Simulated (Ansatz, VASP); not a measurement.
Two plane-wave programs on Ga

```xyz
1
Lattice="-1.4040 1.4321 2.2290 1.4040 -1.4321 2.2290 1.4040 1.4321 -2.2290" Properties=species:S:1:pos:R:3 pbc="T T T"
Ga    0.0000    0.0000    0.0000
```

Change from the starting cell: strain +0.0200 x Voigt [0, 1, 0, 0, 0, 0], atoms carried along.

Alike in both runs: task single point; functional PBEsol; k mesh 24 × 24 × 24; occupations gaussian, width 0.15 eV; no spin polarisation.

|  | VASP | Ansatz |
| --- | --- | --- |
| version | VASP 6.6.1 | Ansatz 0.2.0 |
| potentials or method | VASP PAW PBE potentials, release 64 (Ga_d), cutoff 520 eV | scalar-relativistic, plane waves, PAW |
| valence electrons in the cell | 13 | 13 |

```csv
,VASP,Ansatz,Ansatz less VASP
gap on the k mesh at the Fermi level (eV),none,none,-
pressure (GPa),-0.7,-0.7,+0.03
"traceless stress, the component that is largest in VASP (GPa)",0.31,0.31,-0.002
```

VASP's potentials were made for PBE, not for PBEsol. A gap of «none» marks a metal or a gap that the smearing closes.
